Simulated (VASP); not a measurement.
Write the native input for VASP 6.6.1 that does the following.

```
Task                   : single point
Functional             : r2SCAN
Dispersion             : rVV10
Potentials or basis    : VASP PAW PBE potentials, release 64 (W_sv, S)
Cutoff                 : 520 eV
k mesh                 : 8 × 8 × 8
Occupations            : fermi-dirac, width 0.02 eV
Spin                   : no spin polarisation
Dipole correction      : no
Further INCAR settings : ALGO = Normal; EDIFF = 1e-06; NBANDS = 20
```

WS2 (Tungstenite):

```xyz
3
Lattice="1.5859 0.9156 6.2375 -1.5859 0.9156 6.2375 0.0000 -1.8312 6.2375" Properties=species:S:1:pos:R:3 pbc="T T T"
W     0.0000    0.0000    0.0125
S     0.0000    0.0000    4.6885
S     0.0000    0.0000    7.8120
```

The input as run:

POSCAR

```
WS2
1.0
    1.5858867079      0.9156121177      6.2374761145
   -1.5858867079      0.9156121177      6.2374761145
    0.0000000000     -1.8312242354      6.2374761145
W S
1 2
Direct
    0.0006662241      0.0006662241      0.0006662241
    0.2505579554      0.2505579554      0.2505579554
    0.4174758206      0.4174758206      0.4174758206
```

INCAR.step1

```
PREC = Accurate
ENCUT = 520
ISMEAR = -1
SIGMA = 0.02
LREAL = False
LASPH = True
NELM = 100
NBANDS = 20
GGA = PE
ALGO = Normal
EDIFF = 1E-4
LWAVE = True
LCHARG = False
```

INCAR.step2

```
PREC = Accurate
ENCUT = 520
EDIFF = 1E-6
ISMEAR = -1
SIGMA = 0.02
LREAL = False
LASPH = True
NELM = 100
ALGO = Normal
ISIF = 2
LWAVE = False
LCHARG = False
METAGGA = R2SCAN
LMIXTAU = True
LUSE_VDW = True
IVDW_NL = 2
BPARAM = 11.95
CPARAM = 0.0093
NBANDS = 20
ISTART = 1
```

KPOINTS

```
Automatic mesh
0
Gamma
  8 8 8
```

Potentials or basis: VASP PAW PBE potentials, release 64 (W_sv, S).

Command:

```bash
$ cat potpaw_PBE.64/W_sv/POTCAR potpaw_PBE.64/S/POTCAR > POTCAR
$ cp INCAR.step1 INCAR
$ mpirun -np 1 vasp_std > vasp.out
$ cp INCAR.step2 INCAR
$ mpirun -np 1 vasp_std > vasp.out
```

It gave:

The pressure is 0.4 GPa. The largest force is 0.041 eV/Å and the band gap on the k mesh is 1.33 eV, indirect (least direct gap 2.40 eV).

Caveat: the PAW data sets were made with another functional, which shifts forces and pressure a little; spin-orbit coupling is left out, which moves the levels of the heavy elements.

Run time: 6.2 min on 1 thread of Intel(R) Xeon(R) 6975P-C (Granite Rapids), on a shared host, peak memory 0.77 GiB.
